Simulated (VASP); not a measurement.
A run of VASP 6.6.1 is set up as follows.

The input INCAR:

```
SYSTEM = Ge
  PREC = Accurate
  ENCUT = 500
  EDIFF = 1E-6
  ISMEAR = -1
  SIGMA = 0.05
  LREAL = .False.
  LASPH = .True.
  NELM = 120
  ALGO = Normal
  ISIF = 2
  LWAVE = .False.
  LCHARG = .False.
  GGA = CA
  NBANDS = 21
  GGA_COMPAT = .False.
```

KPOINTS

```
Automatic mesh
0
Gamma
  13 13 13
  0 0 0
```

File POSCAR:

```
Ge
1.0
    0.0000000000      2.8110395856      2.8110395856
    2.8110395856      0.0000000000      2.8110395856
    2.8110395856      2.8110395856      0.0000000000
Ge
2
Direct
   -0.1250000000     -0.1250000000     -0.1250000000
    0.1250000000      0.1250000000      0.1250000000
```

Potentials or basis: VASP PAW LDA potentials, release 64 (Ge_d).

Command:

```bash
$ cat potpaw_LDA.64/Ge_d/POTCAR > POTCAR
$ mpirun -np 1 vasp_std > vasp.out
```

(1) Estimate the pressure.

Answers

(1) 0.2 GPa.
